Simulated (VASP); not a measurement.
Runs of VASP 6.6.1 on KF. The structure is that of space group P6_3/mmc (No. 194), or close to it. The cells are those of the table. 

| level | potentials or basis | cell | smearing | gap on the mesh (eV) | pressure (GPa) |
| --- | --- | --- | --- | --- | --- |
| LDA | VASP PAW LDA potentials, release 64 (K_sv, F) | a = 3.554, b = 3.554, c = 6.289 Å, angles 90.0, 90.0, 120.0°, 4 atoms | fermi-dirac 0.02 eV | (c) | 0.2 |
| LDA | VASP PAW LDA potentials, release 64 (K_sv, F) | a = 3.660, b = 3.660, c = 6.479 Å, angles 90.0, 90.0, 120.0°, 4 atoms | gaussian 0.01 eV | 5.82 | -3.0 |
| PBE | VASP PAW PBE potentials, release 64 (K_sv, F) | a = 3.740, b = 3.740, c = 6.595 Å, angles 90.0, 90.0, 120.0°, 4 atoms | fermi-dirac 0.02 eV | (b) | 0.0 |
| r2SCAN | VASP PAW PBE potentials, release 64 (K_sv, F) | a = 3.660, b = 3.660, c = 6.479 Å, angles 90.0, 90.0, 120.0°, 4 atoms | fermi-dirac 0.02 eV | 6.87 | 0.0 |
| PBEsol | VASP PAW PBE potentials, release 64 (K_sv, F) | a = 3.656, b = 3.656, c = 6.462 Å, angles 90.0, 90.0, 120.0°, 4 atoms | fermi-dirac 0.02 eV | 6.08 | (a) |

Alike in all rows: task single point; no spin polarisation; k mesh 12 × 12 × 4; cutoff (eV) 520.

Task: Fill in the values left out.

Result: (a) 0.1; (b) 5.89; (c) 6.28.

Caveats: the PAW data sets were made with another functional, which shifts forces and pressure a little (at least some runs).

A k mesh can miss the band edges.
